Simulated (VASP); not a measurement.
Crystal: ZnS.

```
Zn S
1.0
     0.00000    2.68387    2.68387
     2.68387    0.00000    2.68387
     2.68387    2.68387    0.00000
Zn S
1 1
Direct
  0.75000 0.75000 0.75000
  0.00000 0.00000 0.00000
```

Base run:

| Item | Value |
| --- | --- |
| Program | VASP 6.6.1 |
| Functional | PBEsol |
| Potentials or basis | VASP PAW PBE potentials, release 64 (Zn, S) |
| Cutoff | 520 eV |
| k mesh | 9 × 9 × 9 |
| Occupations | fermi-dirac, width 0.05 eV |
| Spin | no spin polarisation |

Its results: band gap on the k mesh 2.07 eV, direct; pressure -0.3 GPa.

The run is repeated on the same cell with these changes: functional from PBEsol to r2SCAN. What comes out?

Band gap on the k mesh 2.77 eV, direct; pressure 0.9 GPa.

r2SCAN gives the wider gap, since meta-GGAs in the generalised Kohn-Sham scheme recover part of the derivative discontinuity.

Caveats: the PAW data sets were made with another functional, which shifts forces and pressure a little.

